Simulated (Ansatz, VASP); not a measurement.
## One calculation of SiC, two programs

INCAR

```
SYSTEM = SiC
ALGO = Normal ; EDIFF = 1E-7
ENCUT = 520 ; GGA = PE
ISIF = 2 ; ISMEAR = 0
LASPH = .True. ; LCHARG = .False.
LREAL = .False. ; LWAVE = .False.
NBANDS = 11 ; NELM = 100
PREC = Accurate ; SIGMA = 0.01
```

File KPOINTS:

```
k-points
0
Gamma
  10 10 10
  0 0 0
```

POSCAR

```
SiC
1.0
    0.0000000000      2.1780523476      2.1780523476
    2.1780523476      0.0000000000      2.1780523476
    2.1780523476      2.1780523476      0.0000000000
Si C
1 1
Direct
    0.0000000000      0.0000000000      0.0000000000
    0.2500000000      0.2500000000      0.2500000000
```

Input for Ansatz:

```yaml
crystal:
  lattice:
    - [0.0, 2.1780523476, 2.1780523476]
    - [2.1780523476, 0.0, 2.1780523476]
    - [2.1780523476, 2.1780523476, 0.0]
  atoms:
    - { symbol: Si, position: [0.0, 0.0, 0.0] }
    - { symbol: C, position: [0.25, 0.25, 0.25] }
kpoints:
  mp_grid: { grid: [10, 10, 10] }
hamiltonian:
  xc: pbe
scf:
  occupations: { method: fixed }
output:
  optics: { e_range: [0, 13], de: 0.05, sigma: 0.1, bands: auto }
```

Alike in both runs: task single point; functional PBE; k mesh 10 × 10 × 10; no spin polarisation.

```csv
,VASP,Ansatz
version,VASP 6.6.1,Ansatz 0.2.0
potentials or method,"VASP PAW PBE potentials, release 64 (Si, C)","plane waves, PAW"
plane-wave cutoff (eV),520,420
occupations,"gaussian, width 0.01 eV",fixed
valence electrons in the cell,8,8
```

|  | VASP | Ansatz | Ansatz less VASP |
| --- | --- | --- | --- |
| gap on the k mesh at the Fermi level (eV) | 1.36 | 1.36 | +0.003 |
